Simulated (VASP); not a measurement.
Wanted: the native input for a VASP 6.6.1 run.

```yaml
Task: single point
Functional: PBE
Potentials_or_basis: VASP PAW PBE potentials, release 64 (Ge_d)
Cutoff: 520 eV
k_mesh: 8 × 5 × 1
Occupations: fermi-dirac, width 0.02 eV
Spin: no spin polarisation
Dipole_correction: yes
Further_INCAR_settings: ALGO = Normal; EDIFF = 1e-06; NBANDS = 51
```

The structure of Ge lies in POSCAR:

```
Ge
1.0
    4.0736070244      0.0000000000      0.0000000000
    0.0000000000      5.7609503017      0.0000000000
    0.0000000000      0.0000000000     20.0736000000
Ge
6
Direct
    0.7500000000      0.1250000000      0.3985332221
    0.2500000000      0.8750000000      0.3985332221
    0.2500000000      0.6250000000      0.5000000000
    0.7500000000      0.3750000000      0.5000000000
    0.7500000000      0.1250000000      0.6014667779
    0.2500000000      0.8750000000      0.6014667779
```

One way to write it, as run:

INCAR

```
SYSTEM = Ge
ALGO     = Normal         ! electronic algorithm
DIPOL    = 0.5 0.5 0.500
EDIFF    = 1E-6           ! SCF threshold, eV
ENCUT    = 520            ! plane-wave cutoff, eV
GGA      = PE             ! functional
IDIPOL   = 3            
ISIF     = 2              ! what is computed and relaxed
ISMEAR   = -1             ! smearing method
LASPH    = .TRUE.         ! aspherical terms in the spheres
LCHARG   = .TRUE.         ! write CHGCAR
LDIPOL   = .TRUE.       
LELF     = .TRUE.         ! ELF
LREAL    = .FALSE.        ! projectors in reciprocal space
LVACPOTAV= .TRUE.       
LVHAR    = .TRUE.       
LWAVE    = .FALSE.        ! write WAVECAR
NBANDS   = 51             ! bands
NELM     = 80             ! most SCF steps
PREC     = Accurate       ! precision mode
SIGMA    = 0.02           ! smearing width, eV
```

KPOINTS

```
k-points
0
G
  8 5 1
  0 0 0
```

Potentials or basis: VASP PAW PBE potentials, release 64 (Ge_d).

Run with:

```console
$ cat potpaw_PBE.64/Ge_d/POTCAR > POTCAR
$ mpirun -np 1 vasp_std > vasp.out
```

It gave:

The largest force is 0.356 eV/Å. The band gap on the k mesh is zero (bands 42 and 43 overlap by 0.38 eV).

Wall time 7.4 min on 1 thread of Intel(R) Xeon(R) Platinum 8488C (Sapphire Rapids), on a shared host, peak memory 0.63 GiB.
